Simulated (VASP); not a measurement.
Pb: relaxation of cell and atoms with RPBE+D3(BJ)

The system is Pb.

```
CELL_PARAMETERS angstrom
0.00000 2.47502 2.47502
2.47502 0.00000 2.47502
2.47502 2.47502 0.00000
ATOMIC_POSITIONS crystal
Pb 0.00000 0.00000 0.00000
```

```
Program                : VASP 6.6.1
Task                   : relaxation of cell and atoms
Functional             : RPBE
Dispersion             : D3(BJ)
Potentials or basis    : VASP PAW PBE potentials, release 64 (Pb_d)
Cutoff                 : 600 eV
k mesh                 : 9 × 9 × 9
Occupations            : fermi-dirac, width 0.05 eV
Spin                   : no spin polarisation
Dipole correction      : no
Further INCAR settings : ALGO = Normal; EDIFF = 1e-06; IBRION = 2; EDIFFG = -0.005; NSW = 80; ISIF = 3
```

```json
{
  "Relaxed volume": "22.90 Å³/atom",
  "Relaxed cell": "a = 3.187 Å, b = 3.187 Å, c = 3.187 Å, α = 60.00°, β = 60.00°, γ = 60.00°",
  "Space group after relaxing (to 0.05 Å)": "Fm-3m (No. 225)",
  "Energy gained by relaxing": "517.3 meV/atom",
  "Ionic steps": "7",
  "Pressure after relaxing": "0.0 GPa",
  "Band gap on the k mesh": "zero (band 7 reaches 20.73 eV, above the bottom of band 8 at 8.86 eV)",
  "Dispersion energy per atom": "-3.657 eV"
}
```

Step by step:
```tsv
step	energy change (eV)	largest force (eV/Å)	pressure (GPa)	volume (Å³)
1	0.0000	0.0000	-16.78	30.32
2	-0.0053	0.0000	44.86	18.41
3	-0.5160	0.0000	-1.43	23.18
4	-0.5172	0.0000	-0.43	22.98
5	-0.5172	0.0000	0.28	22.85
6	-0.5172	0.0000	-0.37	22.97
7	-0.5173	0.0000	0.01	22.90
```

Final structure:
```
CELL_PARAMETERS angstrom
0.00000 2.25388 2.25388
2.25388 0.00000 2.25388
2.25388 2.25388 0.00000
ATOMIC_POSITIONS crystal
Pb 0.00000 0.00000 0.00000
```

Levels at points of the mesh, in eV from the Fermi level:
| k point | band 4 | band 5 | band 6 | band 7 | band 8 | band 9 | band 10 | band 11 |
| --- | --- | --- | --- | --- | --- | --- | --- | --- |
| (0.00, 0.00, 0.00) | -17.18 | -17.18 | -14.00 | 9.72 | 9.78 | 9.78 | 9.78 | 14.85 |

Run time: 39 s on 1 thread of AMD EPYC 9R45 96-Core Processor (Zen 5) (shared host), peak memory 0.15 GiB.

The cell as given is a measured one (30.32 Å³/atom); RPBE+D3(BJ) puts the equilibrium volume -24.5 % from it, thermal expansion not counted.

Caveat: the volume moved by over 15 % at a fixed basis, so the end points are rough; the PAW data sets were made with another functional, which shifts forces and pressure a little; spin-orbit coupling is left out, which moves the levels of the heavy elements; the volume moved by -24 % from the deposited cell, more than functionals usually miss; pairwise dispersion overbinds metals, which lowers pressure and volume.
